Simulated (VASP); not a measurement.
Here is a VASP 6.6.1 calculation.

INCAR

```
SYSTEM = SrCl2
PREC = Accurate ; ENCUT = 520
EDIFF = 1E-6 ; ISMEAR = -1
SIGMA = 0.02 ; LREAL = .FALSE.
LASPH = .TRUE. ; NELM = 100
ALGO = Normal ; ISIF = 2
LWAVE = .FALSE. ; LCHARG = .TRUE.
GGA = PE ; LELF = .TRUE.
LVHAR = .TRUE. ; NBANDS = 19
```

The input KPOINTS:

```
regular mesh
0
G
  6 6 6
  0 0 0
```

File POSCAR:

```
SrCl2
1.0
    4.5822166871      0.0000000000      0.0000000000
   -2.2911083435      3.9683160567      0.0000000000
    0.0000000000      0.0000000000      5.3301401890
Sr Cl
1 2
Direct
    0.0000000000      0.0000000000      0.0000000000
    0.3333333333      0.6666666667      0.2425822649
    0.6666666667      0.3333333333      0.7574177351
```

Potentials or basis: VASP PAW PBE potentials, release 64 (Sr_sv, Cl).

Launch:

```console
$ cat potpaw_PBE.64/Sr_sv/POTCAR potpaw_PBE.64/Cl/POTCAR > POTCAR
$ mpirun -np 1 vasp_std > vasp.out
```

Task: What does it give for the pressure?

Result: 0.0 GPa.

Task: Estimate the largest force.

Result: 0.017 eV/Å.

Task: Predict the band gap on the k mesh.

Result: 4.79 eV, direct.

Stress tensor (GPa, compression positive):
```
-0.62  0.00  0.00
 0.00 -0.62  0.00
 0.00  0.00  1.22
```

Caveat: the cell differs from its parent crystal (epitaxial xy strain +4.0%). A k mesh can miss the band edges.
